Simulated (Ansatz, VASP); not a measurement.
**Two plane-wave programs on HPbNO4**

POSCAR

```
HPbNO4
1.0
    6.8587700000      0.0000000000      0.0000000000
    0.0000000000      4.2286500000      0.0000000000
   -3.3910100000      0.0000000000      7.2745900000
H Pb N O
2 2 2 8
Direct
    0.2254900000      0.7500000000      0.5073000000
    0.7745100000      0.2500000000      0.4927000000
    0.3022900000      0.2500000000      0.2849400000
    0.6977100000      0.7500000000      0.7150600000
    0.2148400000      0.7500000000      0.8356700000
    0.7851600000      0.2500000000      0.1643300000
    0.3307800000      0.7500000000      0.4533800000
    0.4090900000      0.7500000000      0.8690100000
    0.1550800000      0.7500000000      0.9653700000
    0.0708300000      0.7500000000      0.6695500000
    0.6692200000      0.2500000000      0.5466100000
    0.5909100000      0.2500000000      0.1309900000
    0.8449200000      0.2500000000      0.0346300000
    0.9291700000      0.2500000000      0.3304500000
```

INCAR.step1

```
SYSTEM = HPbNO4
ALGO = Normal ; EDIFF = 1E-5
ENCUT = 520 ; GGA = PE
ISIF = 2 ; ISMEAR = -1
LASPH = .TRUE. ; LREAL = .FALSE.
LUSENCCL = .FALSE. ; LWAVE = .TRUE.
NBANDS = 57 ; NELM = 80
PREC = Accurate ; SIGMA = 0.05
```

INCAR.step2

```
SYSTEM = HPbNO4
AEXX = 0.25 ; ALGO = Normal
EDIFF = 1E-6 ; ENCUT = 520
GGA = PE ; HFSCREEN = 0.3
ISIF = 2 ; ISMEAR = -1
ISTART = 1 ; LASPH = .TRUE.
LCHARG = .TRUE. ; LELF = .TRUE.
LHFCALC = .TRUE. ; LREAL = .FALSE.
LUSENCCL = .FALSE. ; LVHAR = .TRUE.
LWAVE = .FALSE. ; NBANDS = 57
NELM = 80 ; PREC = Accurate
PRECFOCK = Fast ; SIGMA = 0.05
```

Contents of KPOINTS:

```
k-points
0
G
  2 3 2
  0 0 0
```

The input input.yaml:

```yaml
crystal:
  lattice:
    - [6.85877, 0.0, 0.0]
    - [0.0, 4.22865, 0.0]
    - [-3.39101, 0.0, 7.27459]
  atoms:
    - { symbol: H, position: [0.22549, 0.75, 0.5073] }
    - { symbol: H, position: [0.77451, 0.25, 0.4927] }
    - { symbol: Pb, position: [0.30229, 0.25, 0.28494] }
    - { symbol: Pb, position: [0.69771, 0.75, 0.71506] }
    - { symbol: "N", position: [0.21484, 0.75, 0.83567] }
    - { symbol: "N", position: [0.78516, 0.25, 0.16433] }
    - { symbol: O, position: [0.33078, 0.75, 0.45338] }
    - { symbol: O, position: [0.40909, 0.75, 0.86901] }
    - { symbol: O, position: [0.15508, 0.75, 0.96537] }
    - { symbol: O, position: [0.07083, 0.75, 0.66955] }
    - { symbol: O, position: [0.66922, 0.25, 0.54661] }
    - { symbol: O, position: [0.59091, 0.25, 0.13099] }
    - { symbol: O, position: [0.84492, 0.25, 0.03463] }
    - { symbol: O, position: [0.92917, 0.25, 0.33045] }
hamiltonian:
  xc: { exchange: pbe, correlation: pbe, exx: { coeff: 0.25, omega: 0.3 } }
  pseudopotentials: { kind: paw }
kpoints:
  mp_grid: { grid: [2, 3, 2] }
scf:
  occupations: { method: fermi_dirac, width: 0.05 }
output:
  forces: true
  stress: true
  eigenvalues: true
```

Alike in both runs: task single point; functional PBE-based screened hybrid; k mesh 2 × 3 × 2; occupations fermi-dirac, width 0.05 eV; no spin polarisation.

|  | VASP | Ansatz |
| --- | --- | --- |
| version | VASP 6.6.1 | Ansatz 0.2.0 |
| potentials or method | VASP PAW PBE potentials, release 64 (H, Pb_d, N, O) | Ansatz PAW |
| plane-wave cutoff (eV) | 520 | 420 |
| valence electrons in the cell | 88 | 88 |

Ansatz gave:

| Item | Value |
| --- | --- |
| gap on the k mesh at the Fermi level (eV) | 4.22 |
| least direct gap on the mesh (eV) | 4.60 |
| pressure (GPa) | -3.9 |
| traceless stress, the component that is largest in VASP (GPa) | 3.08 |
| rms of the force components (eV/Å) | 0.580 |

Q: Which values does VASP return?

A: gap on the k mesh at the Fermi level (eV): 4.19; least direct gap on the mesh (eV): 4.56; pressure (GPa): -3.1; traceless stress, the component that is largest in VASP (GPa): 2.00; rms of the force components (eV/Å): 0.380.

VASP's potentials were made for PBE, not for PBE-based screened hybrid. Atom by atom the forces differ by 0.207 eV/Å (rms over components).

The k mesh is coarse, so the values compare programs but aren't converged. Spin-orbit coupling is off throughout. Noted on VASP's run: the standard files for N, O and F lose accuracy on very short bonds. Noted on Ansatz's run: odd divisions of the mesh miss points on the zone boundary, where band edges often lie, so the gap on the mesh can be too wide.
